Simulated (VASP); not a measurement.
**SnTe: electric field gradients with PBEsol**

SnTe:

```
CELL_PARAMETERS angstrom
0.00000 3.14594 3.14594
3.14594 0.00000 3.14594
3.14594 3.14594 0.00000
ATOMIC_POSITIONS crystal
Sn 0.00000 0.00000 0.00000
Te 0.50000 0.50000 0.50000
```

```
Program                : VASP 6.6.1
Task                   : electric field gradients
Functional             : PBEsol
Potentials or basis    : VASP PAW PBE potentials, release 64 (Sn_d, Te)
Cutoff                 : 520 eV
k mesh                 : 11 × 11 × 11
Occupations            : fermi-dirac, width 0.08 eV
Spin                   : no spin polarisation
Dipole correction      : no
Further INCAR settings : ALGO = Normal; EDIFF = 1e-08; NBANDS = 17
```

```
Pressure                                : -0.1 GPa
Largest electric field gradient by atom : under 0.05 V/Å² on every atom
```

Levels at points of the mesh, in eV from the Fermi level:
| k point | band 8 | band 9 | band 10 | band 11 | band 12 | band 13 |
| --- | --- | --- | --- | --- | --- | --- |
| (0.00, 0.00, 0.00) | -2.14 | -2.14 | -2.14 | 3.35 | 3.35 | 3.35 |

Wall time 120 s on 1 thread of Intel Xeon 8259CL, with other jobs on the host, peak memory 0.24 GiB.

Caveat: this odd mesh misses L, so gap, dielectric constants and Born charges aren't listed; the PAW data sets were made with another functional, which shifts forces and pressure a little; spin-orbit coupling is left out, which moves the levels of the heavy elements.
